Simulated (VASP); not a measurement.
LiFeN:

```
Fe N Li
1.0
     3.10060    0.00000    0.00000
    -1.55030    2.68520    0.00000
     0.00000    0.00000    4.14534
Fe N Li
1 1 1
Cartesian
  0.0000 1.7901 2.0727
  0.0000 0.0000 2.0727
  0.0000 0.0000 0.0000
```

Base run:

| Property | Result |
| --- | --- |
| Program | VASP 6.6.1 |
| Functional | PBE |
| Potentials or basis | VASP PAW PBE potentials, release 64 (Fe, N, Li_sv) |
| Cutoff | 520 eV |
| k mesh | 10 × 10 × 7 |
| Occupations | fermi-dirac, width 0.05 eV |
| Spin | collinear spin, ferromagnetic start |
| Starting moments | [3.0, 0.0, 0.0] μB |
| Hubbard terms | Fe d U = 2.0 eV |

Its results: net moment 2.86 μB per cell; site moments Fe +2.77; N +0.07; Li -0.01 μB.

Q: The run is repeated on the same cell with these changes: hubbard terms from Fe d U = 2.0 eV to Fe d U = 1.0 eV. What comes out?

A: Net moment 0.75 μB per cell; site moments Fe +0.71; N -0.03; Li -0.00 μB.

Caveats: a cell with one magnetic atom can't hold antiferromagnetic order, which such compounds often take.
